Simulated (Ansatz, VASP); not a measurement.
One calculation of Cr, two programs

INCAR

```
ALGO     = Normal         # electronic algorithm
EDIFF    = 1E-6           # SCF threshold, eV
ENCUT    = 520            # plane-wave cutoff, eV
GGA      = PS             # functional
ISIF     = 2              # what is computed and relaxed
ISMEAR   = 0              # smearing method
ISPIN    = 2              # spin polarisation
LASPH    = T              # aspherical terms in the spheres
LCHARG   = F              # write CHGCAR
LMAXMIX  = 4              # l up to which the mixer works
LORBIT   = 11             # projections on sites
LREAL    = F              # projectors in reciprocal space
LWAVE    = F              # write WAVECAR
MAGMOM   = 0.05           # initial moments
NBANDS   = 16             # bands
NELM     = 150            # most SCF steps
PREC     = Accurate       # precision mode
SIGMA    = 0.05           # smearing width, eV
```

Contents of KPOINTS:

```
k-points
0
Gamma
  20 20 20
```

File POSCAR:

```
Cr
1.0
   -1.4068464767      1.4068464767      1.4068464767
    1.4068464767     -1.4068464767      1.4068464767
    1.4068464767      1.4068464767     -1.4068464767
Cr
1
Direct
    0.0000000000      0.0000000000      0.0000000000
```

Input for Ansatz:

```yaml
crystal:
  lattice:
    - [-1.4068464767, 1.4068464767, 1.4068464767]
    - [1.4068464767, -1.4068464767, 1.4068464767]
    - [1.4068464767, 1.4068464767, -1.4068464767]
  atoms:
    - { symbol: Cr, position: [0.0, 0.0, 0.0], spin: 0.05 }
basis:
  ecutwfc: 600
  ecutrho_ratio: 5
kpoints:
  mp_grid: { grid: [20, 20, 20] }
  band_path:
    path:
      - [[0.0, 0.0, 0.0], [0.5, -0.5, 0.5], [0.0, 0.0, 0.5], [0.0, 0.0, 0.0], [0.25, 0.25, 0.25], [0.5, -0.5, 0.5]]
      - [[0.25, 0.25, 0.25], [0.0, 0.0, 0.5]]
    npoints: 14
hamiltonian:
  xc: pbesol
scf:
  occupations: { method: gaussian, width: 0.05 }
  lower_state_search: "off"
output:
  forces: true
  stress: true
  eigenvalues: true
  populations: true
  dos: { projected: true, de: 0.02, nscf_kmesh: { grid: [30, 30, 30] } }
  bader: true
magnetization:
  spin_polarized: true
checkpoint:
  read: start.run
  write: ck
  compress: false
  write_wavefunctions: false
  write_every: 100000
```

Alike in both runs: task single point; functional PBEsol; k mesh 20 × 20 × 20; occupations gaussian, width 0.05 eV; collinear spin.

|  | VASP | Ansatz |
| --- | --- | --- |
| version | VASP 6.6.1 | Ansatz 0.2.0 |
| potentials or method | VASP PAW PBE potentials, release 64 (Cr_pv), cutoff 520 eV | scalar-relativistic, plane waves, PAW |
| valence electrons in the cell | 12 | 14 |

VASP gave:

```
pressure (GPa)           : -0.5
net moment per atom (μB) : 0.00
```

**Question.** What did Ansatz give for the same quantities?

**Answer.** Pressure (GPa): 0.0; net moment per atom (μB): 0.00.

VASP's potentials were made for PBE, not for PBEsol. The functional is the same, so the differences come from potentials, cutoffs and numerics. VASP's potentials hold 12 valence electrons a cell and Ansatz's 14, so a difference there can come from the potentials and not from the codes. Ansatz's warnings: seeded moment not kept.
